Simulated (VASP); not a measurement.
Here is a VASP 6.6.1 calculation.

The input INCAR:

```
SYSTEM = AlN
PREC = Accurate
ENCUT = 520
EDIFF = 1E-7
ISMEAR = 0
SIGMA = 0.05
LREAL = .False.
LASPH = .True.
NELM = 80
ALGO = Normal
ISIF = 2
LWAVE = .False.
LCHARG = .False.
GGA = PE
NBANDS = 16
```

The input KPOINTS:

```
regular mesh
0
Gamma
  12 12 6
  0 0 0
```

The input POSCAR:

```
AlN
1.0
    3.1302395627      0.0000000000      0.0000000000
   -1.5651197814      2.7108669813      0.0000000000
    0.0000000000      0.0000000000      5.0179796546
Al N
2 2
Direct
    0.1895743683      0.6666666667      0.0017287175
    0.6666666667      0.3333333333      0.5017287175
    0.3333333333      0.6666666667      0.3832712825
    0.6666666667      0.3333333333      0.8832712825
```

Potentials or basis: VASP PAW PBE potentials, release 64 (Al, N).

Run with:

```bash
$ cat potpaw_PBE.64/Al/POTCAR potpaw_PBE.64/N/POTCAR > POTCAR
$ mpirun -np 1 vasp_std > vasp.out
```

What does it give for the pressure?

13.7 GPa.

Predict the largest force.

11.252 eV/Å.

Stress tensor (GPa, compression positive):
```
21.21 21.71 13.08
21.71 14.45 12.33
13.08 12.33  5.49
```

Caveat: the cell differs from its parent crystal (atom 1 (Al) moved by (-0.450, +0.000) A along x and z); the stress differs along the axes, from 5 to 21 GPa; forces of over 1 eV/Å act on the atoms, so gaps and moduli don't describe the material at rest.
